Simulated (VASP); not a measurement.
A run of VASP 6.6.1:

Contents of POSCAR:

```
W
1.0
    3.1411287364      1.8135315216      7.5624582065
   -3.1411287364      1.8135315216      7.5624582065
    0.0000000000     -3.6270630430      7.5624582065
W
12
Direct
    0.0261087662      0.6148936625      0.0261087662
    0.0261087662      0.0261087662      0.6148936625
    0.6148936625      0.0261087662      0.0261087662
    0.9738912338      0.3851063375      0.9738912338
    0.3851063375      0.9738912338      0.9738912338
    0.9738912338      0.9738912338      0.3851063375
    0.2273517578      0.6356297262      0.2273517578
    0.2273517578      0.2273517578      0.6356297262
    0.6356297262      0.2273517578      0.2273517578
    0.7726482422      0.3643702738      0.7726482422
    0.3643702738      0.7726482422      0.7726482422
    0.7726482422      0.7726482422      0.3643702738
```

File INCAR.step1:

```
ALGO = Normal
EDIFF = 1E-4
ENCUT = 520
GGA = PE
ISMEAR = 0
LASPH = True
LCHARG = False
LREAL = False
LWAVE = True
NBANDS = 96
NELM = 100
PREC = Accurate
SIGMA = 0.1
```

The input INCAR.step2:

```
ALGO = Normal
EDIFF = 1E-6
ENCUT = 520
ISIF = 2
ISMEAR = 0
ISTART = 1
LASPH = True
LCHARG = True
LELF = True
LMIXTAU = True
LREAL = False
LVHAR = True
LWAVE = False
METAGGA = R2SCAN
NBANDS = 96
NELM = 100
PREC = Accurate
SIGMA = 0.1
```

Contents of KPOINTS:

```
k-points
0
Gamma
  3 3 3
```

Potentials or basis: VASP PAW PBE potentials, release 64 (W_sv).

Run with:

```console
$ cat potpaw_PBE.64/W_sv/POTCAR > POTCAR
$ cp INCAR.step1 INCAR
$ mpirun -np 1 vasp_std > vasp.out
$ cp INCAR.step2 INCAR
$ mpirun -np 1 vasp_std > vasp.out
```

Hardware: 1 thread of Intel(R) Xeon(R) 6975P-C (Granite Rapids) (shared host).

How long does it take, and how much memory?

Run time: 8.9 min on 1 thread of Intel(R) Xeon(R) 6975P-C (Granite Rapids) (shared host), peak memory 0.64 GiB. Counts: k points 6.
